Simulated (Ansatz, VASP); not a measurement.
**Two plane-wave programs on SrTiO3**

POSCAR

```
SrTiO3
1.0
    3.9834758875      0.0000000000      0.0000000000
    0.0000000000      3.9834758875      0.0000000000
    0.0000000000      0.0000000000      3.9834758875
Sr Ti O
1 1 3
Direct
    0.0000000000      0.0000000000      0.0000000000
    0.5000000000      0.5000000000      0.5000000000
    0.5000000000      0.0000000000      0.5000000000
    0.5000000000      0.5000000000      0.0000000000
    0.0000000000      0.5000000000      0.5000000000
```

INCAR.step1

```
SYSTEM = SrTiO3
PREC = Accurate
ENCUT = 520
ISMEAR = 0
SIGMA = 0.01
LREAL = .FALSE.
LASPH = .TRUE.
NELM = 80
NBANDS = 28
GGA = PE
ALGO = Normal
EDIFF = 1E-4
LWAVE = .TRUE.
LCHARG = .FALSE.
```

File INCAR.step2:

```
SYSTEM = SrTiO3
PREC = Accurate
ENCUT = 520
EDIFF = 1E-6
ISMEAR = 0
SIGMA = 0.01
LREAL = .FALSE.
LASPH = .TRUE.
NELM = 80
ALGO = Normal
ISIF = 2
LWAVE = .FALSE.
LCHARG = .FALSE.
METAGGA = R2SCAN
LMIXTAU = .TRUE.
NBANDS = 28
ISTART = 1
```

File KPOINTS:

```
regular mesh
0
G
  6 6 6
  0 0 0
```

Input for Ansatz:

```yaml
crystal:
  lattice:
    - [3.9834758875, 0.0, 0.0]
    - [0.0, 3.9834758875, 0.0]
    - [0.0, 0.0, 3.9834758875]
  atoms:
    - { symbol: Sr, position: [0.0, 0.0, 0.0] }
    - { symbol: Ti, position: [0.5, 0.5, 0.5] }
    - { symbol: O, position: [0.5, 0.0, 0.5] }
    - { symbol: O, position: [0.5, 0.5, 0.0] }
    - { symbol: O, position: [0.0, 0.5, 0.5] }
kpoints:
  mp_grid: { grid: [6, 6, 6] }
hamiltonian:
  xc: r2scan
scf:
  occupations: { method: fixed }
  n_extra_bands: 5
output:
  forces: true
  stress: true
  eigenvalues: true
```

Alike in both runs: task single point; functional r2SCAN; k mesh 6 × 6 × 6; no spin polarisation.

|  | VASP | Ansatz |
| --- | --- | --- |
| version | VASP 6.6.1 | Ansatz 0.2.0 |
| potentials or method | VASP PAW PBE potentials, release 64 (Sr_sv, Ti_sv, O) | plane waves, PAW |
| plane-wave cutoff (eV) | 520 | 500 |
| occupations | gaussian, width 0.01 eV | fixed |
| valence electrons in the cell | 40 | 40 |

VASP gave:

```
gap on the k mesh at the Fermi level (eV) : 2.14
pressure (GPa)                            : -8.9
```

Estimate Ansatz's values.

gap on the k mesh at the Fermi level (eV): 2.13; pressure (GPa): -9.7.

VASP's potentials were made for PBE, not for r2SCAN.
